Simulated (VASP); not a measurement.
Wanted: the native input for a VASP 6.6.1 run.

| Item | Value |
| --- | --- |
| Task | single point |
| Functional | PBE |
| Potentials or basis | VASP PAW PBE potentials, release 64 (Ir, Rh_pv) |
| Cutoff | 520 eV |
| k mesh | 6 × 6 × 2 |
| Occupations | gaussian, width 0.1 eV |
| Spin | no spin polarisation |
| Dipole correction | no |
| Further INCAR settings | ALGO = Normal; EDIFF = 1e-06; NBANDS = 42 |

The structure of Ir2Rh lies in POSCAR:

```
Ir2Rh
1.0
    2.7382129500      0.0000000000      0.0000000000
   -1.3691064800      2.3713619800      0.0000000000
    0.0000000000      0.0000000000     12.9351641900
Ir Rh
4 2
Direct
    0.3333333300      0.6666666700      0.0833333300
    0.3333333300      0.6666666700      0.4166666700
    0.6666666700      0.3333333300      0.5833333300
    0.6666666700      0.3333333300      0.9166666700
    0.3333333300      0.6666666700      0.7500000000
    0.6666666700      0.3333333300      0.2500000000
```

The input as run:

INCAR

```
ALGO     = Normal         # electronic algorithm
EDIFF    = 1E-6           # SCF threshold, eV
ENCUT    = 520            # plane-wave cutoff, eV
GGA      = PE             # functional
ISIF     = 2              # what is computed and relaxed
ISMEAR   = 0              # smearing method
LASPH    = True           # aspherical terms in the spheres
LCHARG   = False          # write CHGCAR
LREAL    = False          # projectors in reciprocal space
LWAVE    = False          # write WAVECAR
NBANDS   = 42             # bands
NELM     = 80             # most SCF steps
PREC     = Accurate       # precision mode
SIGMA    = 0.1            # smearing width, eV
```

KPOINTS

```
k-points
0
Gamma
  6 6 2
```

Potentials or basis: VASP PAW PBE potentials, release 64 (Ir, Rh_pv).

Launch:

```sh
$ cat potpaw_PBE.64/Ir/POTCAR potpaw_PBE.64/Rh_pv/POTCAR > POTCAR
$ mpirun -np 1 vasp_std > vasp.out
```

Results of the run:

The pressure is 10.6 GPa, the largest force is 0.186 eV/Å and the band gap on the k mesh is zero (band 33 reaches 11.91 eV, above the bottom of band 34 at 9.20 eV).

Caveat: the k points lie up to 0.44 Å⁻¹ apart; spin-orbit coupling is left out, which moves the levels of the heavy elements.

Run time: 33 s on 1 thread of Intel(R) Xeon(R) 6975P-C (Granite Rapids), on a shared host, peak memory 0.2 GiB.
